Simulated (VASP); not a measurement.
AlNi (CsCl type), 2 atoms in the cell. Symmetry: Pm-3m, No. 221, cubic system. The conventional cell has a = 2.871 Å, b = 2.871 Å, c = 2.871 Å, α = 90.00°, β = 90.00°, γ = 90.00°. Ni (site symmetry m-3m) has 8 Al at 2.49 Å and 6 Ni at 2.87 Å within 3.3 Å. Al (site symmetry m-3m) has 8 Ni at 2.49 Å and 6 Al at 2.87 Å within 3.3 Å. 

```yaml
Program: VASP 6.6.1
Task: single point
Functional: HSE06
Potentials_or_basis: VASP PAW PBE potentials, release 64 (Ni, Al)
Cutoff: 520 eV
k_mesh: 4 × 4 × 4
Occupations: fermi-dirac, width 0.1 eV
Spin: no spin polarisation
Dipole_correction: no
Grid_for_exact_exchange_PRECFOCK: Normal
Further_INCAR_settings: ALGO = Normal; EDIFF = 1e-07; NBANDS = 14
Screening_parameter: 0.2079 1/Å
```

Potentials or basis: VASP PAW PBE potentials, release 64 (Ni, Al).

Run with:

```sh
$ cat potpaw_PBE.64/Ni/POTCAR potpaw_PBE.64/Al/POTCAR > POTCAR
$ cp INCAR.step1 INCAR
$ mpirun -np 1 vasp_std > vasp.out
$ cp INCAR.step2 INCAR
$ mpirun -np 1 vasp_std > vasp.out
```

Hardware: 1 thread of Intel Xeon 6975P-C (shared host).

Question: Estimate the wall time of this run.

Answer: It took 4.9 min on 1 thread of Intel Xeon 6975P-C, on a shared host, peak memory 0.25 GiB. Counts: k points 10.
